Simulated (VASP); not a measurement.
# TiSi2 in VASP: further runs, part 2 of 3

VASP 6.6.1. The steps go on from the part before.

**3. Single point, PBE (atoms moved at random)**

The input, INCAR:

```
SYSTEM = TiSi2
  PREC = Accurate
  ENCUT = 520
  EDIFF = 1E-7
  ISMEAR = -1
  SIGMA = 0.05
  LREAL = .FALSE.
  LASPH = .TRUE.
  NELM = 100
  ALGO = Normal
  ISIF = 2
  LWAVE = .FALSE.
  LCHARG = .TRUE.
  GGA = PE
  LELF = .TRUE.
  LVHAR = .TRUE.
  NBANDS = 29
```

The input, KPOINTS:

```
regular mesh
0
G
  8 8 8
  0 0 0
```

The input, POSCAR:

```
TiSi2
1.0
    1.7651050250     -6.7592815350      0.0000000000
    1.7651050250      6.7592815350      0.0000000000
    0.0000000000      0.0000000000      3.5651739700
Ti Si
2 4
Direct
    0.1002470000      0.9005650000      0.2609320000
    0.8933300000      0.1052870000      0.7662920000
    0.7562150000      0.2515650000      0.2505730000
    0.2370070000      0.7422680000      0.7436270000
    0.4448900000      0.5558850000      0.2548310000
    0.5499490000      0.4331500000      0.7490760000
```

Potentials or basis: VASP PAW PBE potentials, release 64 (Ti_sv, Si).

The run is started by

```
cat potpaw_PBE.64/Ti_sv/POTCAR potpaw_PBE.64/Si/POTCAR > POTCAR
mpirun -np 1 vasp_std > vasp.out
```

OUTCAR:

```text
SYSTEM = TiSi2
   PREC = Accurate
   ENCUT = 520
   EDIFF = 1E-7
   ISMEAR = -1
   LREAL = .FALSE.
   LASPH = .TRUE.
   NELM = 100
   ISIF = 2
   GGA = PE

 ion  position               nearest neighbor table
   1  0.100  0.901  0.261-   6 2.52   6 2.56   6 2.58   6 2.62   4 2.63   3 2.71   4 2.72   3 2.72
                             5 2.74   5 2.74
   2  0.893  0.105  0.766-   5 2.57   5 2.57   3 2.58   5 2.63   5 2.63   4 2.63   3 2.66   4 2.68
                             6 2.82   6 2.86
   3  0.756  0.252  0.251-   4 2.46   4 2.49   4 2.53   4 2.56   2 2.58   2 2.66   1 2.71   1 2.72
                             5 3.13   5 3.15
   4  0.237  0.742  0.744-   3 2.46   3 2.49   3 2.53   3 2.56   2 2.63   1 2.63   2 2.68   1 2.72
                             6 3.10   6 3.11
   5  0.445  0.556  0.255-   6 2.34   6 2.37   2 2.57   2 2.57   2 2.63   2 2.63   1 2.74   1 2.74
                             3 3.13   3 3.15
   6  0.550  0.433  0.749-   5 2.34   5 2.37   1 2.52   1 2.56   1 2.58   1 2.62   2 2.82   2 2.86
                             4 3.10   4 3.11

  LATTYP: Found a base centered orthorhombic cell.
 ALAT       =     3.5302100500
 B/A-ratio  =     3.8293934011
 C/A-ratio  =     1.0099042039

  Lattice vectors:

 A1 = (   1.7651050250,  -6.7592815350,   0.0000000000)
 A2 = (   1.7651050250,   6.7592815350,   0.0000000000)
 A3 = (   0.0000000000,   0.0000000000,   3.5651739700)

Analysis of symmetry for initial positions (statically):
=====================================================================
 Subroutine PRICEL returns:
 Original cell was already a primitive cell.

 Routine SETGRP: Setting up the symmetry group for a
 base centered orthorhombic supercell.

 Subroutine GETGRP returns: Found  1 space group operations
 (whereof  1 operations were pure point group operations)
 out of a pool of  8 trial point group operations.

The static configuration has the point symmetry C_1 .

Analysis of symmetry for dynamics (positions and initial velocities):
=====================================================================
 Subroutine PRICEL returns:
 Original cell was already a primitive cell.
[... 140 lines left out ...]
   LORBIT       =      0    0 simple, 1 ext, 2 COOP (PROOUT), +10 PAW based schemes
   GGA     = PE    functional components
   LHFCALC =     F    Hartree Fock is set to
   AEXX    =    0.0000 exact exchange contribution
   IVDW    =     0    specifies the selected vdW correction
   LEPSILON=     F    determine dielectric tensor
   LRPA    =     F    only Hartree local field effects (RPA)
 non-spin polarized calculation
  energy-cutoff  :      520.00
  volume of cell :       85.07
 maximum number of plane-waves:      2316
 NGX is ok and might be reduce to    54
   NGX = 25   NGY = 25   NGZ = 13

 number of electron      40.0000002 magnetization

 Free energy of the ion-electron system (eV)
  ---------------------------------------------------
  ext. energy  EPLUGINS =         0.00000000
  ---------------------------------------------------
  free energy    TOTEN  =       -40.67004335 eV

  energy without entropy =      -40.65758880  energy(sigma->0) =      -40.66381607

 E-fermi :  10.5575     XC(G=0): -11.6378

 val. band max:       10.5480720948   @ k =   0.5000   0.3750   0.2500
 cond. band min:      10.5622285110   @ k =  -0.3750  -0.2500   0.1250
 fundamental gap:      0.0141564161
 Fermi energy:        10.5575256552

 k-point     1 :       0.0000    0.0000    0.0000
  band No.  band energies     occupation
      1     -46.2795      2.00000
      2     -46.2678      2.00000
      3     -22.6346      2.00000
      4     -22.5967      2.00000
      5     -22.5819      2.00000
      6     -22.5726      2.00000
[... 757 lines left out ...]
     28      13.6091      0.00000
     29      13.9033      0.00000

 [... further k-points ...]

------------------------ aborting loop because EDIFF is reached ----------------------------------------

  FORCE on cell =-STRESS in cart. coord.  units (eV):
  Direction    XX          YY          ZZ          XY          YZ          ZX
  --------------------------------------------------------------------------------------
  -------------------------------------------------------------------------------------
  Total        0.8972512      1.1957551      1.6483501      0.1430712     -0.0239531      0.0843606
  in kB       16.8982915     22.5201367     31.0440396      2.6945168     -0.4511185      1.5887978
  external PRESSURE =      23.4874893 kB  Pullay stress =       0.0000000 kB

 VOLUME and BASIS-vectors are now :
 -----------------------------------------------------------------------------
  energy-cutoff  :      520.00
  volume of cell :       85.07
      direct lattice vectors                 reciprocal lattice vectors
     1.765105025 -6.759281535  0.000000000     0.283269263 -0.073972359  0.000000000
     1.765105025  6.759281535  0.000000000     0.283269263  0.073972359  0.000000000
     0.000000000  0.000000000  3.565173970     0.000000000  0.000000000  0.280491221

 POSITION                                       TOTAL-FORCE (eV/Angst)
 -----------------------------------------------------------------------------------
      1.76654      5.40957      0.93027        -0.264232     -0.430054     -0.504228
      1.76266     -5.32660      2.73196        -0.076316     -0.386318     -0.570835
      1.77884     -3.41107      0.89334        -0.277089      0.450582      0.072721
      1.72852      3.41520      2.65116         0.361147      0.004825      0.330109
      1.76647      0.75025      0.90852        -0.029133      0.605679      0.159785
      1.73527     -0.78948      2.67059         0.285622     -0.244713      0.512448
 -----------------------------------------------------------------------------------
    total drift:                               -0.000008      0.000164      0.000229

  FREE ENERGIE OF THE ION-ELECTRON SYSTEM (eV)
  ---------------------------------------------------
  free  energy   TOTEN  =       -40.6700433492 eV

  energy  without entropy=      -40.6575887955  energy(sigma->0) =      -40.66381607
```

OSZICAR:

```text
N       E                     dE             d eps       ncg     rms          rms(c)
DAV:   1     0.391635329052E+03    0.39164E+03   -0.18876E+04 15088   0.146E+03
DAV:   2     0.192420095544E+01   -0.38971E+03   -0.37871E+03 15215   0.429E+02
DAV:   3    -0.408869423766E+02   -0.42811E+02   -0.41983E+02 24745   0.120E+02
DAV:   4    -0.444349947817E+02   -0.35481E+01   -0.35207E+01 21760   0.305E+01
DAV:   5    -0.446330953688E+02   -0.19810E+00   -0.19803E+00 22640   0.613E+00    0.190E+01
DAV:   6    -0.415078499240E+02    0.31252E+01   -0.38962E+01 21199   0.422E+01    0.783E+00
DAV:   7    -0.407760130103E+02    0.73184E+00   -0.94741E+00 20649   0.223E+01    0.571E+00
DAV:   8    -0.406716707816E+02    0.10434E+00   -0.85191E-01 20087   0.676E+00    0.994E-01
DAV:   9    -0.406708403867E+02    0.83039E-03   -0.75617E-02 21036   0.215E+00    0.708E-01
DAV:  10    -0.406699515236E+02    0.88886E-03   -0.16330E-02 21310   0.119E+00    0.547E-01
DAV:  11    -0.406706473142E+02   -0.69579E-03   -0.12376E-02 20962   0.992E-01    0.215E-01
DAV:  12    -0.406700353681E+02    0.61195E-03   -0.35786E-03 21186   0.486E-01    0.195E-02
DAV:  13    -0.406700424277E+02   -0.70596E-05   -0.15180E-04 19968   0.885E-02    0.121E-02
DAV:  14    -0.406700429742E+02   -0.54651E-06   -0.64928E-06 24119   0.159E-02    0.577E-03
DAV:  15    -0.406700433668E+02   -0.39257E-06   -0.40022E-07 18955   0.495E-03    0.351E-03
DAV:  16    -0.406700433492E+02    0.17553E-07   -0.17687E-07 13739   0.339E-03
   1 F= -.40670043E+02 E0= -.40663816E+02  d E =-.124546E-01
```

stdout:

```text
POSCAR found type information on POSCAR TiSi
 POSCAR found :  2 types and       6 ions
 scaLAPACK will be used
 LDA part: xc-table for (Slater+PW92), standard interpolation
 POSCAR, INCAR and KPOINTS ok, starting setup
 FFT: planning ... GRIDC
 FFT: planning ... GRID_SOFT
 FFT: planning ... GRID
 WAVECAR not read
 entering main loop
```

It took 39 min on 1 thread of AMD EPYC, shared host; peak memory 0.62 GiB.

Results:

| Item | Value |
| --- | --- |
| Free energy | -40.6700 eV |
| Pressure | 2.3 GPa |
| Largest force | 0.713 eV/Å |
| Band gap on the k mesh | zero (bands 20 and 21 overlap by 0.94 eV) |

Forces on the atoms (eV/Å):
```
Ti  -0.264 -0.430 -0.504
Ti  -0.076 -0.386 -0.571
Si  -0.277  0.451  0.073
Si   0.361  0.005  0.330
Si  -0.029  0.606  0.160
Si   0.286 -0.245  0.512
```

Stress tensor (GPa, compression positive):
```
 1.69  0.27  0.16
 0.27  2.25 -0.05
 0.16 -0.05  3.10
```

Levels at points of the mesh, in eV from the Fermi level:
| k point | band 17 | band 18 | band 19 | band 20 | band 21 | band 22 | band 23 | band 24 |
| --- | --- | --- | --- | --- | --- | --- | --- | --- |
| (0.00, 0.00, 0.00) | -2.19 | -2.13 | -2.09 | 0.43 | 0.64 | 0.83 | 0.85 | 1.37 |
| (0.50, 0.00, 0.00) | -1.72 | -1.47 | -0.68 | -0.62 | -0.41 | 1.10 | 1.38 | 1.64 |
| (0.00, 0.50, 0.00) | -1.56 | -1.55 | -0.82 | -0.68 | -0.51 | 1.08 | 1.50 | 1.66 |
| (0.50, 0.50, 0.00) | -2.51 | -2.03 | -1.18 | 0.36 | 0.67 | 0.69 | 0.92 | 1.10 |
| (0.00, 0.00, 0.50) | -1.74 | -1.63 | -0.10 | 0.11 | 0.84 | 0.88 | 1.27 | 1.56 |
| (0.50, 0.00, 0.50) | -3.27 | -3.21 | -2.48 | -2.43 | 1.68 | 1.78 | 1.86 | 1.87 |
| (0.00, 0.50, 0.50) | -3.28 | -3.21 | -2.43 | -2.40 | 1.71 | 1.78 | 1.86 | 1.87 |
| (0.50, 0.50, 0.50) | -2.12 | -1.99 | -0.91 | -0.82 | 0.45 | 0.45 | 1.65 | 1.66 |

Caveat: the cell differs from its parent crystal (atoms moved at random).

**4. Single point, PBEsol (13.33 Å³/atom)**

This run uses another cell than the first one, of 13.33 Å³/atom.

The input, INCAR:

```
PREC = Accurate
ENCUT = 520
EDIFF = 1E-6
ISMEAR = -1
SIGMA = 0.05
LREAL = F
LASPH = T
NELM = 60
ALGO = Normal
ISIF = 2
LWAVE = F
LCHARG = T
GGA = PS
LELF = T
LVHAR = T
NBANDS = 29
```

The input, KPOINTS:

```
Automatic mesh
0
Gamma
  8 8 8
```

The input, POSCAR:

```
TiSi2
1.0
    1.7290723629     -6.6212982966      0.0000000000
    1.7290723629      6.6212982966      0.0000000000
    0.0000000000      0.0000000000      3.4923948962
Ti Si
2 4
Direct
    0.1031180800      0.8968819200      0.2500000000
    0.8968819200      0.1031180800      0.7500000000
    0.7503148200      0.2496851800      0.2500000000
    0.2496851800      0.7503148200      0.7500000000
    0.4417485500      0.5582514500      0.2500000000
    0.5582514500      0.4417485500      0.7500000000
```

The run is started by

```
cat potpaw_PBE.64/Ti_sv/POTCAR potpaw_PBE.64/Si/POTCAR > POTCAR
mpirun -np 1 vasp_std > vasp.out
```

It took 6 min on 1 thread of AMD EPYC 7R43 (Zen 3), shared host; peak memory 0.35 GiB.

It converged, with:

```yaml
Free_energy: -43.5993 eV
Pressure: 7.8 GPa
Largest_force: 0.448 eV/Å
Band_gap_on_the_k_mesh: zero (bands 20 and 21 overlap by 1.08 eV)
```

Forces on the atoms (eV/Å):
```
Ti   0.000  0.188  0.000
Ti   0.000 -0.188  0.000
Si   0.000 -0.024  0.000
Si   0.000  0.024  0.000
Si   0.000  0.448  0.000
Si   0.000 -0.448  0.000
```

Stress tensor (GPa, compression positive):
```
7.67 0.00 0.00
0.00 5.95 0.00
0.00 0.00 9.80
```

Levels at points of the mesh, in eV from the Fermi level:
| k point | band 18 | band 19 | band 20 | band 21 | band 22 | band 23 |
| --- | --- | --- | --- | --- | --- | --- |
| (0.00, 0.00, 0.00) | -2.16 | -2.08 | 0.49 | 0.88 | 0.92 | 1.03 |
| (0.50, 0.00, 0.00) | -1.53 | -0.77 | -0.61 | -0.60 | 1.38 | 1.67 |
| (0.50, 0.50, 0.00) | -1.96 | -1.28 | 0.40 | 0.67 | 0.78 | 0.99 |
| (0.00, 0.00, 0.50) | -1.79 | -0.03 | -0.03 | 0.93 | 0.93 | 1.55 |
| (0.50, 0.00, 0.50) | -3.31 | -2.60 | -2.60 | 1.88 | 1.88 | 2.03 |
| (0.50, 0.50, 0.50) | -2.15 | -0.94 | -0.94 | 0.56 | 0.56 | 1.81 |

Caveat: the cell stands under pressure; the PAW data sets were made with another functional, which shifts forces and pressure a little.

**5. Single point, PBEsol (13.89 Å³/atom)**

This run uses another cell than the first one, of 13.89 Å³/atom.

The input, INCAR:

```
PREC     = Accurate       # precision mode
ENCUT    = 520            # plane-wave cutoff, eV
EDIFF    = 1E-6           # SCF threshold, eV
ISMEAR   = -1             # smearing method
SIGMA    = 0.05           # smearing width, eV
LREAL    = False          # projectors in reciprocal space
LASPH    = True           # aspherical terms in the spheres
NELM     = 100            # most SCF steps
ALGO     = Normal         # electronic algorithm
ISIF     = 2              # what is computed and relaxed
LWAVE    = False          # write WAVECAR
LCHARG   = False          # write CHGCAR
GGA      = PS             # functional
NBANDS   = 29             # bands
```

KPOINTS is that of step 4.

POSCAR, as its differences from that of step 4:

```diff
@@ -2,5 +2,5 @@
 1.0
-    1.7290723629     -6.6212982966      0.0000000000
-    1.7290723629      6.6212982966      0.0000000000
-    0.0000000000      0.0000000000      3.4923948962
+    1.7532583256     -6.7139158625      0.0000000000
+    1.7532583256      6.7139158625      0.0000000000
+    0.0000000000      0.0000000000      3.5412459070
 Ti Si
```

Potentials or basis: VASP PAW PBE potentials, release 64 (Ti_sv, Si).

The run is started by

```
cat potpaw_PBE.64/Ti_sv/POTCAR potpaw_PBE.64/Si/POTCAR > POTCAR
mpirun -np 1 vasp_std > vasp.out
```

OUTCAR:

```text
PREC = Accurate
   ENCUT = 520
   EDIFF = 1E-6
   ISMEAR = -1
   LREAL = False
   LASPH = True
   NELM = 100
   ISIF = 2
   GGA = PS

 ion  position               nearest neighbor table
   1  0.103  0.897  0.250-   6 2.56   6 2.56   6 2.56   6 2.56   3 2.64   3 2.64   4 2.65   4 2.65
                             5 2.79   5 2.79
   2  0.897  0.103  0.750-   5 2.56   5 2.56   5 2.56   5 2.56   4 2.64   4 2.64   3 2.65   3 2.65
                             6 2.79   6 2.79
   3  0.750  0.250  0.250-   4 2.49   4 2.49   4 2.49   4 2.49   1 2.64   1 2.64   2 2.65   2 2.65
                             5 3.11   5 3.11   6 3.13   6 3.13
   4  0.250  0.750  0.750-   3 2.49   3 2.49   3 2.49   3 2.49   2 2.64   2 2.64   1 2.65   1 2.65
                             6 3.11   6 3.11   5 3.13   5 3.13
   5  0.442  0.558  0.250-   6 2.36   6 2.36   2 2.56   2 2.56   2 2.56   2 2.56   1 2.79   1 2.79
                             3 3.11   3 3.11   4 3.13   4 3.13
   6  0.558  0.442  0.750-   5 2.36   5 2.36   1 2.56   1 2.56   1 2.56   1 2.56   2 2.79   2 2.79
                             4 3.11   4 3.11   3 3.13   3 3.13

  LATTYP: Found a base centered orthorhombic cell.
 ALAT       =     3.5065166512
 B/A-ratio  =     3.8293934011
 C/A-ratio  =     1.0099042039

[... 195 lines left out ...]
 Fermi energy:        10.7294029375

 k-point     1 :       0.0000    0.0000    0.0000
  band No.  band energies     occupation
      1     -45.8007      2.00000
      2     -45.7901      2.00000
      3     -22.2708      2.00000
      4     -22.2259      2.00000
      5     -22.2151      2.00000
      6     -22.2115      2.00000
[... 757 lines left out ...]
     28      14.1474      0.00000
     29      14.4446      0.00000

 [... further k-points ...]

------------------------ aborting loop because EDIFF is reached ----------------------------------------

  FORCE on cell =-STRESS in cart. coord.  units (eV):
  Direction    XX          YY          ZZ          XY          YZ          ZX
  --------------------------------------------------------------------------------------
  -------------------------------------------------------------------------------------
  Total        0.3867740      0.0185786      0.9449483      0.0000000      0.0000000      0.0000000
  in kB        7.4329295      0.3570390     18.1597868      0.0000000      0.0000000      0.0000000
  external PRESSURE =       8.6499184 kB  Pullay stress =       0.0000000 kB

 VOLUME and BASIS-vectors are now :
 -----------------------------------------------------------------------------
  energy-cutoff  :      520.00
  volume of cell :       83.37
      direct lattice vectors                 reciprocal lattice vectors
     1.753258326 -6.713915863  0.000000000     0.285183303 -0.074472187  0.000000000
     1.753258326  6.713915863  0.000000000     0.285183303  0.074472187  0.000000000
     0.000000000  0.000000000  3.541245907     0.000000000  0.000000000  0.282386489

 POSITION                                       TOTAL-FORCE (eV/Angst)
 -----------------------------------------------------------------------------------
      1.75326      5.32926      0.88531         0.000000      0.061556     -0.000000
      1.75326     -5.32926      2.65593         0.000000     -0.061556      0.000000
      1.75326     -3.36119      0.88531         0.000000     -0.015059      0.000000
      1.75326      3.36119      2.65593         0.000000      0.015059     -0.000000
      1.75326      0.78219      0.88531         0.000000      0.276273     -0.000000
      1.75326     -0.78219      2.65593         0.000000     -0.276273     -0.000000
 -----------------------------------------------------------------------------------
    total drift:                                0.000000      0.000000      0.000000

  FREE ENERGIE OF THE ION-ELECTRON SYSTEM (eV)
  ---------------------------------------------------
  free  energy   TOTEN  =       -43.6903621879 eV

  energy  without entropy=      -43.6785838783  energy(sigma->0) =      -43.68447303
```

Wall time 6.2 min (1 thread of AMD EPYC 7R43 (Zen 3), shared host); peak memory 0.36 GiB.

What came out:

```yaml
Free_energy: -43.6904 eV
Pressure: 0.9 GPa
Largest_force: 0.276 eV/Å
Band_gap_on_the_k_mesh: zero (bands 20 and 21 overlap by 1.04 eV)
```

Forces on the atoms (eV/Å):
```
Ti   0.000  0.062  0.000
Ti   0.000 -0.062  0.000
Si   0.000 -0.015  0.000
Si   0.000  0.015  0.000
Si   0.000  0.276  0.000
Si   0.000 -0.276  0.000
```

Levels at points of the mesh, in eV from the Fermi level:
```
           k point  band 17  band 18  band 19  band 20  band 21  band 22  band 23  band 24
(0.00, 0.00, 0.00)    -2.24    -2.11    -2.07     0.47     0.82     0.84     0.89     1.31
(0.50, 0.00, 0.00)    -1.71    -1.49    -0.71    -0.58    -0.56     1.24     1.54     1.69
(0.50, 0.50, 0.00)    -2.62    -1.95    -1.23     0.39     0.65     0.75     0.94     1.24
(0.00, 0.00, 0.50)    -1.70    -1.70    -0.04    -0.04     0.87     0.87     1.50     1.50
(0.50, 0.00, 0.50)    -3.25    -3.25    -2.50    -2.50     1.79     1.79     1.91     1.91
(0.50, 0.50, 0.50)    -2.07    -2.07    -0.90    -0.90     0.49     0.49     1.70     1.70
```

Caveat: the PAW data sets were made with another functional, which shifts forces and pressure a little.

(Continued in part 3 of 3.)
